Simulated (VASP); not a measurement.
# BN (P6_3mc) in VASP: a series of runs

Runs on BN. Level: r2SCAN. Tasks: single point.

Everything below comes from runs of VASP 6.6.1. Logs are shortened: lines on timing, memory, paths and dates and some standing lists are left out, and cuts for length are marked.

### Step 1. The cell of the first run

The structure is hexagonal, space group P6_3mc (No. 186). The conventional cell has a = 2.582 Å, b = 2.582 Å, c = 4.082 Å, α = 90.00°, β = 90.00°, γ = 120.00°. B (site symmetry 3m) has 4 N at 1.53 to 1.58 Å within 2.0 Å. Within 2.0 Å of N (site symmetry 3m) lie 4 B at 1.53 to 1.58 Å.

### Step 2. Single point, r2SCAN (strain +0.015 along x and y, -0.030 along z)

The input, POSCAR:

```
BN
1.0
    2.5821260212      0.0000000000      0.0000000000
   -1.2910630106      2.2361867302      0.0000000000
    0.0000000000      0.0000000000      4.0815125866
B N
2 2
Direct
    0.6666666667      0.3333333333      0.9997995909
    0.3333333333      0.6666666667      0.4997995909
    0.6666666667      0.3333333333      0.6252004091
    0.3333333333      0.6666666667      0.1252004091
```

The input, INCAR.step1:

```
SYSTEM = BN
ALGO = Normal
EDIFF = 1E-4
ENCUT = 520
GGA = PE
ISMEAR = 0
LASPH = .True.
LCHARG = .False.
LREAL = .False.
LWAVE = .True.
NBANDS = 16
NELM = 60
PREC = Accurate
SIGMA = 0.05
```

The input, INCAR.step2:

```
SYSTEM = BN
ALGO = Normal
EDIFF = 1E-7
ENCUT = 520
ISIF = 2
ISMEAR = 0
ISTART = 1
LASPH = .True.
LCHARG = .False.
LMIXTAU = .True.
LREAL = .False.
LWAVE = .False.
METAGGA = R2SCAN
NBANDS = 16
NELM = 60
PREC = Accurate
SIGMA = 0.05
```

The input, KPOINTS:

```
k-points
0
Gamma
  12 12 6
  0 0 0
```

Potentials or basis: VASP PAW PBE potentials, release 64 (B, N).

On the command line:

```sh
$ cat potpaw_PBE.64/B/POTCAR potpaw_PBE.64/N/POTCAR > POTCAR
$ cp INCAR.step1 INCAR
$ mpirun -np 1 vasp_std > vasp.out
$ cp INCAR.step2 INCAR
$ mpirun -np 1 vasp_std > vasp.out
```

OUTCAR:

```text
SYSTEM = BN
   EDIFF = 1E-7
   ENCUT = 520
   ISIF = 2
   ISMEAR = 0
   ISTART = 1
   LASPH = .True.
   LREAL = .False.
   METAGGA = R2SCAN
   NELM = 60
   PREC = Accurate

 ion  position               nearest neighbor table
   1  0.667  0.333  1.000-   3 1.53   4 1.58   4 1.58   4 1.58
   2  0.333  0.667  0.500-   4 1.53   3 1.58   3 1.58   3 1.58
   3  0.667  0.333  0.625-   1 1.53   2 1.58   2 1.58   2 1.58
   4  0.333  0.667  0.125-   2 1.53   1 1.58   1 1.58   1 1.58

  LATTYP: Found a hexagonal cell.
 ALAT       =     2.5821260212
 C/A-ratio  =     1.5806790811

  Lattice vectors:

 A1 = (   2.5821260212,   0.0000000000,   0.0000000000)
 A2 = (  -1.2910630106,   2.2361867302,   0.0000000000)
 A3 = (   0.0000000000,   0.0000000000,   4.0815125866)

Analysis of symmetry for initial positions (statically):
=====================================================================
 Subroutine PRICEL returns:
 Original cell was already a primitive cell.

 Routine SETGRP: Setting up the symmetry group for a
 hexagonal supercell.

 Subroutine GETGRP returns: Found 12 space group operations
 (whereof  6 operations were pure point group operations)
 out of a pool of 24 trial point group operations.

The static configuration has the point symmetry C_3v.
 The point group associated with its full space group is C_6v.

Analysis of symmetry for dynamics (positions and initial velocities):
=====================================================================
 Subroutine PRICEL returns:
 Original cell was already a primitive cell.

 Routine SETGRP: Setting up the symmetry group for a
 hexagonal supercell.

 Subroutine GETGRP returns: Found 12 space group operations
 (whereof  6 operations were pure point group operations)
 out of a pool of 24 trial point group operations.

The dynamic configuration has the point symmetry C_3v.
 The point group associated with its full space group is C_6v.

 Subroutine INISYM returns: Found 12 space group operations
 (whereof  6 operations are pure point group operations),
 and found     1 'primitive' translations

----------------------------------------------------------------------------------------

                                     Primitive cell

  volume of cell :      23.5671

  direct lattice vectors                    reciprocal lattice vectors
     2.582126021  0.000000000  0.000000000     0.387277767  0.223594923  0.000000000
    -1.291063011  2.236186730  0.000000000     0.000000000  0.447189846  0.000000000
     0.000000000  0.000000000  4.081512587     0.000000000  0.000000000  0.245007207

  length of vectors
     2.582126021  2.582126021  4.081512587     0.447189846  0.447189846  0.245007207

  position of ions in fractional coordinates (direct lattice)
     0.666666667  0.333333333  0.999799591
     0.333333333  0.666666667  0.499799591
     0.666666667  0.333333333  0.625200409
     0.333333333  0.666666667  0.125200409

  ion indices of the primitive-cell ions
   primitive index   ion index
                 1           1
                 2           2
                 3           3
                 4           4

----------------------------------------------------------------------------------------

 KPOINTS: k-points

Automatic generation of k-mesh.
 Grid dimensions read from file:
 generate k-points for:   12   12    6

 Generating k-lattice:

  Cartesian coordinates                     Fractional coordinates (reciprocal lattice)
     0.032273147  0.018632910  0.000000000     0.083333333  0.000000000  0.000000000
     0.000000000  0.037265821  0.000000000     0.000000000  0.083333333  0.000000000
     0.000000000  0.000000000  0.040834535     0.000000000  0.000000000  0.166666667

  Length of vectors
     0.037265821  0.037265821  0.040834535

  Shift w.r.t. Gamma in fractional coordinates (k-lattice)
     0.000000000  0.000000000  0.000000000

 Subroutine IBZKPT returns following result:
 ===========================================

 Found     76 irreducible k-points:

 Following reciprocal coordinates:
            Coordinates               Weight
  0.000000  0.000000  0.000000      1.000000
  0.083333  0.000000  0.000000      6.000000
  0.166667  0.000000  0.000000      6.000000
  0.250000 -0.000000  0.000000      6.000000
  0.333333 -0.000000  0.000000      6.000000
  0.416667  0.000000  0.000000      6.000000
[... 16 lines left out ...]
  0.250000 -0.000000  0.166667     12.000000
  0.333333 -0.000000  0.166667     12.000000
 [... further k-points ...]
   k-points           NKPTS =     76   k-points in BZ     NKDIM =     76   number of bands    NBANDS=     16
   number of dos      NEDOS =    301   number of ions     NIONS =      4
   total plane-waves  NPLWV =  12000
   dimension x,y,z NGX =    20 NGY =   20 NGZ =   30
   dimension x,y,z NGXF=    40 NGYF=   40 NGZF=   60
   ions per type =               2   2
   NGX,Y,Z   is equivalent  to a cutoff of  12.88, 12.88, 12.22 a.u.
[... 38 lines left out ...]
   AEXX    =    0.0000 exact exchange contribution
   IVDW    =     0    specifies the selected vdW correction
   LEPSILON=     F    determine dielectric tensor
   LRPA    =     F    only Hartree local field effects (RPA)
 non-spin polarized calculation
 Gauss-broadening in eV      SIGMA  =   0.05
  energy-cutoff  :      520.00
  volume of cell :       23.57
 maximum number of plane-waves:       656
 NGX is ok and might be reduce to    20
   NGX =  9   NGY =  9   NGZ = 15

 number of electron      16.0000000 magnetization

 Free energy of the ion-electron system (eV)
  ---------------------------------------------------
  ext. energy  EPLUGINS =         0.00000000
  ---------------------------------------------------
  free energy    TOTEN  =       -38.16255053 eV

  energy without entropy =      -38.16255053  energy(sigma->0) =      -38.16255053

 E-fermi :   7.6372     XC(G=0): -13.6434

 val. band max:        7.4138322921   @ k =   0.0000   0.0000   0.0000
 cond. band min:      13.2905776099   @ k =   0.3333   0.3333   0.0000
 fundamental gap:      5.8767453178
 Fermi energy:         7.6372402108

 k-point     1 :       0.0000    0.0000    0.0000
  band No.  band energies     occupation
      1     -14.0717      2.00000
      2      -9.4120      2.00000
      3      -3.7983      2.00000
      4       4.8387      2.00000
      5       4.8387      2.00000
      6       7.2353      2.00000
[... 8 lines left out ...]
     15      20.1693      0.00000
     16      25.4173      0.00000

 k-point     2 :       0.0833    0.0000    0.0000
  band No.  band energies     occupation
      1     -13.9203      2.00000
      2      -9.3037      2.00000
      3      -3.6501      2.00000
      4       4.1370      2.00000
      5       4.5540      2.00000
      6       6.7969      2.00000
[... 8 lines left out ...]
     15      20.6321      0.00000
     16      25.0959      0.00000

 k-point     3 :       0.1667    0.0000    0.0000
  band No.  band energies     occupation
      1     -13.4714      2.00000
      2      -8.9988      2.00000
      3      -3.2113      2.00000
      4       2.4635      2.00000
      5       3.8847      2.00000
      6       5.3934      2.00000
[... 8 lines left out ...]
     15      21.8463      0.00000
     16      24.0525      0.00000

 k-point     4 :       0.2500   -0.0000    0.0000
  band No.  band energies     occupation
      1     -12.7439      2.00000
      2      -8.5727      2.00000
      3      -2.5031      2.00000
      4       0.5144      2.00000
      5       3.1347      2.00000
      6       3.6288      2.00000
[... 8 lines left out ...]
     15      23.4437      0.00000
     16      23.8589      0.00000
[... 324 lines left out ...]
 k-point    22 :       0.1667    0.0000    0.1667
  band No.  band energies     occupation
      1     -13.2903      2.00000
      2      -9.5980      2.00000
      3      -2.3444      2.00000
      4       2.6437      2.00000
      5       4.0402      2.00000
      6       4.8418      2.00000
[... 8 lines left out ...]
     15      21.4617      0.00000
     16      24.2462      0.00000

 k-point    23 :       0.2500   -0.0000    0.1667
  band No.  band energies     occupation
      1     -12.5687      2.00000
      2      -9.0961      2.00000
      3      -1.8467      2.00000
      4       0.8114      2.00000
      5       3.0687      2.00000
      6       3.2982      2.00000
[... 8 lines left out ...]
     15      23.0462      0.00000
     16      24.1890      0.00000

 k-point    24 :       0.3333   -0.0000    0.1667
  band No.  band energies     occupation
      1     -11.6196      2.00000
      2      -8.5966      2.00000
      3      -1.8789      2.00000
      4      -0.1185      2.00000
      5       1.2980      2.00000
      6       2.6716      2.00000
[... 8 lines left out ...]
     15      24.5928      0.00000
     16      25.0970      0.00000

 [... further k-points ...]

------------------------ aborting loop because EDIFF is reached ----------------------------------------

  FORCE on cell =-STRESS in cart. coord.  units (eV):
  Direction    XX          YY          ZZ          XY          YZ          ZX
  --------------------------------------------------------------------------------------
  -------------------------------------------------------------------------------------
  Total       -1.9155568     -1.9155568      4.9922517      0.0000000      0.0000000     -0.0000000
  in kB     -130.2263827   -130.2263827    339.3910753      0.0000000      0.0000000     -0.0000000
  external PRESSURE =      26.3127700 kB  Pullay stress =       0.0000000 kB

 VOLUME and BASIS-vectors are now :
 -----------------------------------------------------------------------------
  energy-cutoff  :      520.00
  volume of cell :       23.57
      direct lattice vectors                 reciprocal lattice vectors
     2.582126021  0.000000000  0.000000000     0.387277767  0.223594923  0.000000000
    -1.291063011  2.236186730  0.000000000     0.000000000  0.447189846  0.000000000
     0.000000000  0.000000000  4.081512587     0.000000000  0.000000000  0.245007207

 POSITION                                       TOTAL-FORCE (eV/Angst)
 -----------------------------------------------------------------------------------
      1.29106      0.74540      4.08069        -0.000000      0.000000      0.102433
     -0.00000      1.49079      2.03994         0.000000     -0.000000      0.102433
      1.29106      0.74540      2.55176         0.000000     -0.000000     -0.102433
     -0.00000      1.49079      0.51101        -0.000000      0.000000     -0.102433
 -----------------------------------------------------------------------------------
    total drift:                                0.000000      0.000000     -0.001672

  FREE ENERGIE OF THE ION-ELECTRON SYSTEM (eV)
  ---------------------------------------------------
  free  energy   TOTEN  =       -38.1625505277 eV

  energy  without entropy=      -38.1625505277  energy(sigma->0) =      -38.16255053
```

It took 1.7 min on 1 thread of Intel Xeon Platinum 8259CL at 2.50GHz (Skylake/Cascade Lake), shared host; peak memory 0.15 GiB.

What came out:

| Item | Value |
| --- | --- |
| Free energy | -38.1626 eV |
| Pressure | 2.6 GPa |
| Largest force | 0.102 eV/Å |
| Band gap on the k mesh | 5.88 eV, indirect (least direct gap 8.59 eV) |

Forces in eV/Å, atoms in the order of the input:
```
B    0.000  0.000  0.102
B    0.000  0.000  0.102
N    0.000  0.000 -0.102
N    0.000  0.000 -0.102
```

Levels at points of the mesh, in eV from the valence-band top:
| k point | band 4 | band 5 | band 6 | band 7 | band 8 | band 9 | band 10 | band 11 | band 12 | band 13 |
| --- | --- | --- | --- | --- | --- | --- | --- | --- | --- | --- |
| (0.00, 0.00, 0.00) | -2.58 | -2.58 | -0.18 | 0.00 | 0.00 | 8.65 | 8.65 | 9.29 | 10.58 | 11.34 |
| (0.50, 0.00, 0.00) | -7.75 | -7.28 | -5.46 | -4.64 | -2.00 | 6.81 | 8.91 | 11.07 | 12.06 | 15.20 |
| (0.00, 0.00, 0.50) | -5.56 | -1.44 | -1.44 | -1.44 | -1.44 | 9.58 | 9.58 | 10.40 | 10.40 | 10.40 |
| (0.50, 0.00, 0.50) | -10.41 | -4.02 | -4.02 | -3.49 | -3.49 | 7.26 | 7.26 | 11.08 | 11.08 | 15.31 |

Caveat: the cell differs from its parent crystal (strain +0.015 along x and y, -0.030 along z); the PAW data sets were made with another functional, which shifts forces and pressure a little.

### Step 3. Single point, r2SCAN (strain +0.000 along x and y, +0.015 along z)

The input, POSCAR:

```
BN
1.0
    2.5439665234      0.0000000000      0.0000000000
   -1.2719832617      2.2031396356      0.0000000000
    0.0000000000      0.0000000000      4.2708611086
B N
2 2
Direct
    0.6666666667      0.3333333333      0.9997995909
    0.3333333333      0.6666666667      0.4997995909
    0.6666666667      0.3333333333      0.6252004091
    0.3333333333      0.6666666667      0.1252004091
```

The input, INCAR.step1:

```
SYSTEM = BN
PREC = Accurate
ENCUT = 520
ISMEAR = 0
SIGMA = 0.05
LREAL = .FALSE.
LASPH = .TRUE.
NELM = 80
NBANDS = 16
GGA = PE
ALGO = Normal
EDIFF = 1E-4
LWAVE = .TRUE.
LCHARG = .FALSE.
```

The input, INCAR.step2:

```
SYSTEM = BN
PREC = Accurate
ENCUT = 520
EDIFF = 1E-7
ISMEAR = 0
SIGMA = 0.05
LREAL = .FALSE.
LASPH = .TRUE.
NELM = 80
ALGO = Normal
ISIF = 2
LWAVE = .FALSE.
LCHARG = .FALSE.
METAGGA = R2SCAN
LMIXTAU = .TRUE.
NBANDS = 16
ISTART = 1
```

The input, KPOINTS:

```
regular mesh
0
G
  12 12 6
  0 0 0
```

Potentials or basis: VASP PAW PBE potentials, release 64 (B, N).

On the command line:

```sh
$ cat potpaw_PBE.64/B/POTCAR potpaw_PBE.64/N/POTCAR > POTCAR
$ cp INCAR.step1 INCAR
$ mpirun -np 1 vasp_std > vasp.out
$ cp INCAR.step2 INCAR
$ mpirun -np 1 vasp_std > vasp.out
```

Wall time 91 s (1 thread of Intel Xeon Platinum 8259CL at 2.50GHz (Skylake/Cascade Lake), shared host); peak memory 0.14 GiB.

It converged, with:

```yaml
Free_energy: -38.2525 eV
Pressure: -4.5 GPa
Largest_force: 0.031 eV/Å
Band_gap_on_the_k_mesh: 5.68 eV, indirect (least direct gap 8.71 eV)
```

Forces on the atoms (eV/Å):
```
B    0.000  0.000  0.031
B    0.000  0.000  0.031
N    0.000  0.000 -0.031
N    0.000  0.000 -0.031
```

Stress tensor (GPa, compression positive):
```
  0.25   0.00   0.00
  0.00   0.25   0.00
  0.00   0.00 -14.13
```

Levels at points of the mesh, in eV from the valence-band top:
| k point | band 4 | band 5 | band 6 | band 7 | band 8 | band 9 | band 10 | band 11 | band 12 | band 13 |
| --- | --- | --- | --- | --- | --- | --- | --- | --- | --- | --- |
| (0.00, 0.00, 0.00) | -2.07 | -2.07 | -0.32 | 0.00 | 0.00 | 8.71 | 9.15 | 9.15 | 10.33 | 11.50 |
| (0.50, 0.00, 0.00) | -8.21 | -7.09 | -5.04 | -4.43 | -2.23 | 7.39 | 8.44 | 11.39 | 12.10 | 13.30 |
| (0.00, 0.00, 0.50) | -6.04 | -1.14 | -1.14 | -1.14 | -1.14 | 10.30 | 10.30 | 10.69 | 10.69 | 10.69 |
| (0.50, 0.00, 0.50) | -10.32 | -3.84 | -3.84 | -3.75 | -3.75 | 7.08 | 7.08 | 10.54 | 10.54 | 15.16 |

Caveat: the cell differs from its parent crystal (strain +0.000 along x and y, +0.015 along z); the PAW data sets were made with another functional, which shifts forces and pressure a little. A k mesh can miss the band edges.

### Step 4. Single point, r2SCAN (strain +0.015 along x and y, -0.015 along z)

The input, POSCAR:

```
BN
1.0
    2.5821260212      0.0000000000      0.0000000000
   -1.2910630106      2.2361867302      0.0000000000
    0.0000000000      0.0000000000      4.1446287606
B N
2 2
Direct
    0.6666666667      0.3333333333      0.9997995909
    0.3333333333      0.6666666667      0.4997995909
    0.6666666667      0.3333333333      0.6252004091
    0.3333333333      0.6666666667      0.1252004091
```

The input, INCAR.step1:

```
PREC     = Accurate       # precision mode
ENCUT    = 520            # plane-wave cutoff, eV
ISMEAR   = 0              # smearing method
SIGMA    = 0.05           # smearing width, eV
LREAL    = False          # projectors in reciprocal space
LASPH    = True           # aspherical terms in the spheres
NELM     = 60             # most SCF steps
NBANDS   = 16             # bands
GGA      = PE             # functional
ALGO     = Normal         # electronic algorithm
EDIFF    = 1E-4           # SCF threshold, eV
LWAVE    = True           # write WAVECAR
LCHARG   = False          # write CHGCAR
```

The input, INCAR.step2:

```
PREC     = Accurate       # precision mode
ENCUT    = 520            # plane-wave cutoff, eV
EDIFF    = 1E-6           # SCF threshold, eV
ISMEAR   = 0              # smearing method
SIGMA    = 0.05           # smearing width, eV
LREAL    = False          # projectors in reciprocal space
LASPH    = True           # aspherical terms in the spheres
NELM     = 60             # most SCF steps
ALGO     = Normal         # electronic algorithm
ISIF     = 2              # what is computed and relaxed
LWAVE    = False          # write WAVECAR
LCHARG   = False          # write CHGCAR
METAGGA  = R2SCAN         # meta-GGA
LMIXTAU  = True         
NBANDS   = 16             # bands
ISTART   = 1
```

The input, KPOINTS:

```
Automatic mesh
0
Gamma
  12 12 6
```

On the command line:

```sh
$ cat potpaw_PBE.64/B/POTCAR potpaw_PBE.64/N/POTCAR > POTCAR
$ cp INCAR.step1 INCAR
$ mpirun -np 1 vasp_std > vasp.out
$ cp INCAR.step2 INCAR
$ mpirun -np 1 vasp_std > vasp.out
```

It took 77 s on 1 thread of Intel Xeon Platinum 8259CL at 2.50GHz (Skylake/Cascade Lake), shared host; peak memory 0.15 GiB.

It converged, with:

```yaml
Free_energy: -38.2195 eV
Pressure: -4.0 GPa
Largest_force: 0.029 eV/Å
Band_gap_on_the_k_mesh: 5.84 eV, indirect (least direct gap 8.66 eV)
```

Forces in eV/Å, atoms in the order of the input:
```
B    0.000  0.000  0.029
B    0.000  0.000  0.029
N    0.000  0.000 -0.029
N    0.000  0.000 -0.029
```

Stress tensor (GPa, compression positive):
```
-13.83   0.00   0.00
  0.00 -13.83   0.00
  0.00   0.00  15.71
```

Levels at points of the mesh, in eV from the valence-band top:
| k point | band 6 | band 7 | band 8 | band 9 | band 10 | band 11 |
| --- | --- | --- | --- | --- | --- | --- |
| (0.00, 0.00, 0.00) | -0.19 | 0.00 | 0.00 | 8.74 | 8.74 | 9.42 |
| (0.50, 0.00, 0.00) | -5.29 | -4.53 | -2.04 | 6.93 | 8.76 | 11.10 |
| (0.00, 0.00, 0.50) | -1.34 | -1.34 | -1.34 | 9.66 | 9.66 | 10.42 |
| (0.50, 0.00, 0.50) | -3.93 | -3.53 | -3.53 | 7.20 | 7.20 | 10.83 |

Caveat: the cell differs from its parent crystal (strain +0.015 along x and y, -0.015 along z); the PAW data sets were made with another functional, which shifts forces and pressure a little.

### Step 5. Summary

```tsv
cell	gap on the mesh (eV)	pressure (GPa)	largest force (eV/Å)
a = 2.582, b = 2.582, c = 4.082 Å, angles 90.0, 90.0, 120.0°, 4 atoms	5.88	2.6	0.10
a = 2.544, b = 2.544, c = 4.271 Å, angles 90.0, 90.0, 120.0°, 4 atoms	5.68	-4.5	0.03
a = 2.582, b = 2.582, c = 4.145 Å, angles 90.0, 90.0, 120.0°, 4 atoms	5.84	-4.0	0.03
```

Alike in all rows: task single point; level r2SCAN; potentials or basis VASP PAW PBE potentials, release 64 (B, N); no spin polarisation; k mesh 12 × 12 × 6; cutoff (eV) 520; smearing gaussian 0.05 eV.

Caveats: the PAW data sets were made with another functional, which shifts forces and pressure a little.

Absolute energies hang on the potentials; compare differences alone.
